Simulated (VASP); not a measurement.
# K (Im-3m) in VASP: notebook

The runs below take K through relaxation of cell and atoms, single point, with revPBE.

Program: VASP 6.6.1. These are calculated values, not measurements. Logs are shortened: lines on timing, memory, paths and dates and some standing lists are left out, and cuts for length are marked.

### Step 1. The cell of the first run

Symmetry: Im-3m, No. 229, cubic system. Conventional cell: a = 5.225 Å, b = 5.225 Å, c = 5.225 Å, α = 90.00°, β = 90.00°, γ = 90.00°.

### Step 2. Relaxation of cell and atoms, revPBE

The input, INCAR:

```
ALGO     = Normal         # electronic algorithm
EDIFF    = 1E-6           # SCF threshold, eV
EDIFFG   = -0.01          # ionic threshold
ENCUT    = 600            # plane-wave cutoff, eV
GGA      = RE             # functional
IBRION   = 2              # ionic algorithm
ISIF     = 3              # what is computed and relaxed
ISMEAR   = -1             # smearing method
LASPH    = True           # aspherical terms in the spheres
LCHARG   = False          # write CHGCAR
LREAL    = False          # projectors in reciprocal space
LWAVE    = False          # write WAVECAR
NELM     = 60             # most SCF steps
NSW      = 80             # ionic steps
PREC     = Accurate       # precision mode
SIGMA    = 0.1            # smearing width, eV
```

The input, KPOINTS:

```
k-points
0
Gamma
  9 9 9
```

The input, POSCAR:

```
K
1.0
   -2.6125000000      2.6125000000      2.6125000000
    2.6125000000     -2.6125000000      2.6125000000
    2.6125000000      2.6125000000     -2.6125000000
K
1
Direct
    0.0000000000      0.0000000000      0.0000000000
```

Potentials or basis: VASP PAW PBE potentials, release 64 (K_sv).

Started as:

```bash
$ cat potpaw_PBE.64/K_sv/POTCAR > POTCAR
$ mpirun -np 1 vasp_std > vasp.out
```

OUTCAR:

```text
EDIFF = 1E-6
   EDIFFG = -0.01
   ENCUT = 600
   GGA = RE
   IBRION = 2
   ISIF = 3
   ISMEAR = -1
   LASPH = True
   LREAL = False
   NELM = 60
   NSW = 80
   PREC = Accurate

 ion  position               nearest neighbor table
   1  0.000  0.000  0.000-

  LATTYP: Found a body centered cubic cell.
 ALAT       =     5.2250000000

  Lattice vectors:

 A1 = (  -2.6125000000,   2.6125000000,   2.6125000000)
 A2 = (   2.6125000000,  -2.6125000000,   2.6125000000)
 A3 = (   2.6125000000,   2.6125000000,  -2.6125000000)

Analysis of symmetry for initial positions (statically):
=====================================================================
 Subroutine PRICEL returns:
 Original cell was already a primitive cell.

 Routine SETGRP: Setting up the symmetry group for a
 body centered cubic supercell.

 Subroutine GETGRP returns: Found 48 space group operations
 (whereof 48 operations were pure point group operations)
 out of a pool of 48 trial point group operations.

The static configuration has the point symmetry O_h .

Analysis of symmetry for dynamics (positions and initial velocities):
=====================================================================
 Subroutine PRICEL returns:
 Original cell was already a primitive cell.

 Routine SETGRP: Setting up the symmetry group for a
 body centered cubic supercell.

 Subroutine GETGRP returns: Found 48 space group operations
 (whereof 48 operations were pure point group operations)
 out of a pool of 48 trial point group operations.

The dynamic configuration has the point symmetry O_h .

 Subroutine INISYM returns: Found 48 space group operations
 (whereof 48 operations are pure point group operations),
 and found     1 'primitive' translations

----------------------------------------------------------------------------------------

                                     Primitive cell

  volume of cell :      71.3229

  direct lattice vectors                    reciprocal lattice vectors
    -2.612500000  2.612500000  2.612500000     0.000000000  0.191387560  0.191387560
     2.612500000 -2.612500000  2.612500000     0.191387560  0.000000000  0.191387560
     2.612500000  2.612500000 -2.612500000     0.191387560  0.191387560  0.000000000

  length of vectors
     4.524982735  4.524982735  4.524982735     0.270662883  0.270662883  0.270662883

  position of ions in fractional coordinates (direct lattice)
     0.000000000  0.000000000  0.000000000

  ion indices of the primitive-cell ions
   primitive index   ion index
                 1           1

----------------------------------------------------------------------------------------

 KPOINTS: k-points

Automatic generation of k-mesh.
 Grid dimensions read from file:
 generate k-points for:    9    9    9

 Generating k-lattice:

  Cartesian coordinates                     Fractional coordinates (reciprocal lattice)
     0.000000000  0.021265284  0.021265284     0.111111111  0.000000000  0.000000000
     0.021265284  0.000000000  0.021265284     0.000000000  0.111111111  0.000000000
     0.021265284  0.021265284  0.000000000     0.000000000  0.000000000  0.111111111

  Length of vectors
     0.030073654  0.030073654  0.030073654

  Shift w.r.t. Gamma in fractional coordinates (k-lattice)
     0.000000000  0.000000000  0.000000000

 Subroutine IBZKPT returns following result:
 ===========================================

 Found     35 irreducible k-points:

 Following reciprocal coordinates:
            Coordinates               Weight
  0.000000  0.000000  0.000000      1.000000
  0.111111  0.000000  0.000000     12.000000
  0.222222  0.000000  0.000000     12.000000
  0.333333  0.000000  0.000000     12.000000
  0.444444  0.000000  0.000000     12.000000
  0.111111  0.111111  0.000000     24.000000
[... 16 lines left out ...]
 -0.333333  0.444444  0.111111     48.000000
 -0.444444 -0.444444  0.111111     24.000000
 [... further k-points ...]
   k-points           NKPTS =     35   k-points in BZ     NKDIM =     35   number of bands    NBANDS=      8
   number of dos      NEDOS =    301   number of ions     NIONS =      1
   total plane-waves  NPLWV =  46656
   dimension x,y,z NGX =    36 NGY =   36 NGZ =   36
   dimension x,y,z NGXF=    72 NGYF=   72 NGZF=   72
   ions per type =               1
   NGX,Y,Z   is equivalent  to a cutoff of  13.23, 13.23, 13.23 a.u.
   NGXF,Y,Z  is equivalent  to a cutoff of  26.45, 26.45, 26.45 a.u.
 SYSTEM =  unknown system
   PREC   = accura    normal or accurate (medium, high low for compatibility)
   ISTART =      0    job   : 0-new  1-cont  2-samecut
   ICHARG =      2    charge: 1-file 2-atom 10-const
   ISPIN  =      1    spin polarized calculation?
   LNONCOLLINEAR =      F non collinear calculations
   LSORBIT =      F    spin-orbit coupling
   LASPH  =      T    aspherical Exc in radial PAW
   ENCUT  =  600.0 eV  44.10 Ry    6.64 a.u.   9.04  9.04  9.04*2*pi/ulx,y,z
   NELM   =     60;   NELMIN=  2; NELMDL= -5     # of ELM steps
   EDIFF  = 0.1E-05   stopping-criterion for ELM
   LREAL  =      F    real-space projection
   EDIFFG = -.1E-01   stopping-criterion for IOM
   NSW    =     80    number of steps for IOM
   IBRION =      2    ionic relax: 0-MD 1-quasi-New 2-CG
   NFREE  =      1    steps in history (QN), initial steepest desc. (CG)
   ISIF   =      3    stress and relaxation
   ISYM   =      2    0-nonsym 1-usesym 2-fastsym
   POTIM  = 0.5000    time-step for ionic-motion
   TEBEG  =    0.0;   TEEND  =   0.0 temperature during run
   PSTRESS=    0.0 pullay stress
   NELECT =       9.0000    total number of electrons
   NUPDOWN=      -1.0000    fix difference up-down
   EMIN   =  10.00;   EMAX   =-10.00  energy-range for DOS
   EFERMI =   0.00;   METHOD = LEGACY
   ISMEAR =    -1;   SIGMA  =   0.10  broadening in eV -4-tet -1-fermi 0-gaus
   EFERMI_NEDOS =   21; number of points for ismear=-14 and -15
   IALGO  =     38    algorithm
   IMIX   =      4    mixing-type and parameters
     AMIX     =   0.40;   BMIX     =  1.00
     AMIX_MAG =   1.60;   BMIX_MAG =  1.00
  volume/ion in A,a.u.               =      71.32       481.31
  Fermi-wavevector in a.u.,A,eV,Ry     =   0.821131  1.551714  9.173822  0.674257
  Thomas-Fermi vector in A             =   1.932236
   LORBIT       =      0    0 simple, 1 ext, 2 COOP (PROOUT), +10 PAW based schemes
   GGA     = RE    functional components
   LHFCALC =     F    Hartree Fock is set to
   AEXX    =    0.0000 exact exchange contribution
   IVDW    =     0    specifies the selected vdW correction
   LEPSILON=     F    determine dielectric tensor
   LRPA    =     F    only Hartree local field effects (RPA)
 conjugate gradient relaxation of ions
 non-spin polarized calculation
  energy-cutoff  :      600.00
  volume of cell :       71.32
 maximum number of plane-waves:      2406
   NGX = 19   NGY = 19   NGZ = 19

--------------------------------------- Ionic step        1  -------------------------------------------

 number of electron       9.0000000 magnetization

 Free energy of the ion-electron system (eV)
  ---------------------------------------------------
  ext. energy  EPLUGINS =         0.00000000
  ---------------------------------------------------
  free energy    TOTEN  =        -0.95132989 eV

  energy without entropy =       -0.92821867  energy(sigma->0) =       -0.93977428

------------------------ aborting loop because EDIFF is reached ----------------------------------------

  FORCE on cell =-STRESS in cart. coord.  units (eV):
  Direction    XX          YY          ZZ          XY          YZ          ZX
  --------------------------------------------------------------------------------------
  -------------------------------------------------------------------------------------
  Total        0.1905225      0.1905225      0.1905225     -0.0000000      0.0000000      0.0000000
  in kB        4.2798432      4.2798432      4.2798432     -0.0000000      0.0000000      0.0000000
  external PRESSURE =       4.2798432 kB  Pullay stress =       0.0000000 kB

 VOLUME and BASIS-vectors are now :
 -----------------------------------------------------------------------------
  energy-cutoff  :      600.00
  volume of cell :       71.32
      direct lattice vectors                 reciprocal lattice vectors
    -2.612500000  2.612500000  2.612500000     0.000000000  0.191387560  0.191387560
     2.612500000 -2.612500000  2.612500000     0.191387560  0.000000000  0.191387560
     2.612500000  2.612500000 -2.612500000     0.191387560  0.191387560  0.000000000

 POSITION                                       TOTAL-FORCE (eV/Angst)
 -----------------------------------------------------------------------------------
      0.00000      0.00000      0.00000        -0.000000      0.000000      0.000000
 -----------------------------------------------------------------------------------
    total drift:                               -0.000000      0.000000      0.000000

  FREE ENERGIE OF THE ION-ELECTRON SYSTEM (eV)
  ---------------------------------------------------
  free  energy   TOTEN  =        -0.9513298857 eV

  energy  without entropy=       -0.9282186731  energy(sigma->0) =       -0.93977428

--------------------------------------- Ionic step        2  -------------------------------------------

 number of electron       9.0000001 magnetization

 E-fermi :   0.0048     XC(G=0):  -5.5395

 val. band max:       -0.0649148235   @ k =  -0.3333   0.4444   0.1111
 cond. band min:       0.0488899219   @ k =   0.4444   0.0000   0.0000
 fundamental gap:      0.1138047454
 Fermi energy:         0.0047786316

 k-point     1 :       0.0000    0.0000    0.0000
  band No.  band energies     occupation
      1     -32.2255      2.00000
      2     -15.6437      2.00000
      3     -15.6437      2.00000
      4     -15.6437      2.00000
      5      -2.1562      2.00000
      6       4.3435      0.00000
      7       4.3435      0.00000
      8       4.3435      0.00000

 k-point     2 :       0.1111    0.0000    0.0000
  band No.  band energies     occupation
      1     -32.2250      2.00000
      2     -15.6516      2.00000
      3     -15.6464      2.00000
      4     -15.6437      2.00000
      5      -2.0033      2.00000
      6       4.0760      0.00000
      7       4.1457      0.00000
      8       4.4656      0.00000
[... 299 lines left out ...]
 POSITION                                       TOTAL-FORCE (eV/Angst)
 -----------------------------------------------------------------------------------
     -0.00000      0.00000      0.00000         0.000000     -0.000000      0.000000
 -----------------------------------------------------------------------------------
    total drift:                               -0.000000      0.000000      0.000000

  FREE ENERGIE OF THE ION-ELECTRON SYSTEM (eV)
  ---------------------------------------------------
  free  energy   TOTEN  =        -0.9614508491 eV

  energy  without entropy=       -0.9370372133  energy(sigma->0) =       -0.94924403

--------------------------------------- Ionic step        4  -------------------------------------------

 number of electron       8.9999998 magnetization

 Free energy of the ion-electron system (eV)
  ---------------------------------------------------
  ext. energy  EPLUGINS =         0.00000000
  ---------------------------------------------------
  free energy    TOTEN  =        -0.96154634 eV

  energy without entropy =       -0.93699086  energy(sigma->0) =       -0.94926860

 E-fermi :  -0.1708     XC(G=0):  -5.3496

 val. band max:       -0.2375573640   @ k =  -0.3333   0.4444   0.1111
 cond. band min:      -0.1261014844   @ k =   0.4444   0.0000   0.0000
 fundamental gap:      0.1114558796
 Fermi energy:        -0.1708417220

 k-point     1 :       0.0000    0.0000    0.0000
  band No.  band energies     occupation
      1     -32.4546      2.00000
      2     -15.8774      2.00000
      3     -15.8774      2.00000
      4     -15.8774      2.00000
      5      -2.2180      2.00000
      6       4.0830      0.00000
      7       4.0830      0.00000
      8       4.0830      0.00000

 k-point     2 :       0.1111    0.0000    0.0000
  band No.  band energies     occupation
      1     -32.4542      2.00000
      2     -15.8832      2.00000
      3     -15.8794      2.00000
      4     -15.8774      2.00000
      5      -2.0749      2.00000
      6       3.8168      0.00000
      7       3.8928      0.00000
      8       4.1923      0.00000
[... 264 lines left out ...]
 POSITION                                       TOTAL-FORCE (eV/Angst)
 -----------------------------------------------------------------------------------
      2.70986     -2.70986      2.70986        -0.000000      0.000000     -0.000000
 -----------------------------------------------------------------------------------
    total drift:                                0.000000     -0.000000      0.000000

  FREE ENERGIE OF THE ION-ELECTRON SYSTEM (eV)
  ---------------------------------------------------
  free  energy   TOTEN  =        -0.9615463386 eV

  energy  without entropy=       -0.9369908623  energy(sigma->0) =       -0.94926860

 reached required accuracy - stopping structural energy minimisation
```

It took 96 s on 1 thread of Intel Xeon 8259CL, shared host; peak memory 0.22 GiB.

Results:

```yaml
Free_energy: -0.9615 eV
Relaxed_volume: 79.60 Å³/atom
Relaxed_cell: a = 4.694 Å, b = 4.694 Å, c = 4.694 Å, α = 109.47°, β = 109.47°, γ = 109.47°
Space_group_after_relaxing_to_0.1_Å: Im-3m (No. 229)
Energy_gained_by_relaxing: 10.2 meV/atom
Ionic_steps: 4
Pressure_after_relaxing: 0.0 GPa
Band_gap_on_the_k_mesh: zero (an odd number of electrons rules out a gap without spin polarisation)
```

Step by step:
| step | energy change (eV) | largest force (eV/Å) | pressure (GPa) | volume (Å³) |
| --- | --- | --- | --- | --- |
| 1 | 0.0000 | 0.0000 | 0.43 | 71.32 |
| 2 | -0.0045 | 0.0000 | 0.30 | 73.31 |
| 3 | -0.0101 | 0.0000 | 0.04 | 78.79 |
| 4 | -0.0102 | 0.0000 | 0.00 | 79.60 |

Final structure:
```yaml
crystal:
  lattice:
    - [-2.70986, 2.70986, 2.70986]
    - [2.70986, -2.70986, 2.70986]
    - [2.70986, 2.70986, -2.70986]
  atoms:
    - { symbol: K, position: [0.00000, 0.00000, 0.00000] }
```

Caveat: the PAW data sets were made with another functional, which shifts forces and pressure a little. revPBE gives volumes clearly too large for solids.

### Step 3. Single point, revPBE (73.30 Å³/atom)

This run uses another cell than the first one, of 73.30 Å³/atom.

The input, INCAR:

```
SYSTEM = K
PREC     = Accurate       ! precision mode
ENCUT    = 520            ! plane-wave cutoff, eV
EDIFF    = 1E-6           ! SCF threshold, eV
ISMEAR   = -1             ! smearing method
SIGMA    = 0.1            ! smearing width, eV
LREAL    = .False.        ! projectors in reciprocal space
LASPH    = .True.         ! aspherical terms in the spheres
NELM     = 100            ! most SCF steps
ALGO     = Normal         ! electronic algorithm
ISIF     = 2              ! what is computed and relaxed
LWAVE    = .False.        ! write WAVECAR
LCHARG   = .False.        ! write CHGCAR
GGA      = RE             ! functional
NBANDS   = 10             ! bands
```

The input, KPOINTS:

```
regular mesh
0
Gamma
  14 14 14
  0 0 0
```

The input, POSCAR:

```
K
1.0
   -2.6364211545      2.6364211545      2.6364211545
    2.6364211545     -2.6364211545      2.6364211545
    2.6364211545      2.6364211545     -2.6364211545
K
1
Direct
    0.0000000000      0.0000000000      0.0000000000
```

Potentials or basis: VASP PAW PBE potentials, release 64 (K_sv).

Started as:

```bash
$ cat potpaw_PBE.64/K_sv/POTCAR > POTCAR
$ mpirun -np 1 vasp_std > vasp.out
```

It took 74 s on 1 thread of Intel Xeon 8259CL, shared host; peak memory 0.24 GiB.

Results (log left out):

* Free energy: -0.9542 eV
* Pressure: 0.3 GPa
* Band gap on the k mesh: zero (an odd number of electrons rules out a gap without spin polarisation)

Levels at points of the mesh, in eV from the Fermi level:
| k point | band 1 | band 2 | band 3 | band 4 | band 5 | band 6 | band 7 | band 8 |
| --- | --- | --- | --- | --- | --- | --- | --- | --- |
| (0.00, 0.00, 0.00) | -32.22 | -15.64 | -15.64 | -15.64 | -2.15 | 4.35 | 4.35 | 4.35 |
| (0.50, 0.00, 0.00) | -32.22 | -15.71 | -15.66 | -15.64 | 0.47 | 0.66 | 3.19 | 4.93 |
| (0.50, 0.50, 0.50) | -32.22 | -15.69 | -15.69 | -15.69 | 1.66 | 1.66 | 3.50 | 3.50 |

Caveat: the PAW data sets were made with another functional, which shifts forces and pressure a little.

### Step 4. Single point, revPBE (76.49 Å³/atom)

This run uses another cell than the first one, of 76.49 Å³/atom.

The input, INCAR:

```
SYSTEM = K
ALGO = Normal ; EDIFF = 1E-7
ENCUT = 520 ; GGA = RE
ISIF = 2 ; ISMEAR = -1
LASPH = .True. ; LCHARG = .False.
LREAL = .False. ; LWAVE = .False.
NBANDS = 10 ; NELM = 100
PREC = Accurate ; SIGMA = 0.1
```

The input, KPOINTS:

```
k-points
0
Gamma
  14 14 14
  0 0 0
```

The input, POSCAR:

```
K
1.0
   -2.6740894031      2.6740894031      2.6740894031
    2.6740894031     -2.6740894031      2.6740894031
    2.6740894031      2.6740894031     -2.6740894031
K
1
Direct
    0.0000000000      0.0000000000      0.0000000000
```

Started as:

```bash
$ cat potpaw_PBE.64/K_sv/POTCAR > POTCAR
$ mpirun -np 1 vasp_std > vasp.out
```

Wall time 82 s (1 thread of Intel Xeon 8259CL, shared host); peak memory 0.24 GiB.

It converged, with:

```yaml
Free_energy: -0.9588 eV
Pressure: 0.1 GPa
Band_gap_on_the_k_mesh: zero (an odd number of electrons rules out a gap without spin polarisation)
```

Levels at points of the mesh, in eV from the Fermi level:
| k point | band 2 | band 3 | band 4 | band 5 | band 6 | band 7 |
| --- | --- | --- | --- | --- | --- | --- |
| (0.00, 0.00, 0.00) | -15.67 | -15.67 | -15.67 | -2.10 | 4.30 | 4.30 |
| (0.50, 0.00, 0.00) | -15.73 | -15.69 | -15.67 | 0.47 | 0.64 | 3.18 |
| (0.50, 0.50, 0.50) | -15.71 | -15.71 | -15.71 | 1.67 | 1.67 | 3.38 |

Caveat: the PAW data sets were made with another functional, which shifts forces and pressure a little.

[end of part 1 of 2]

The gap in the log of VASP goes by the Fermi energy; the results here count the filled bands.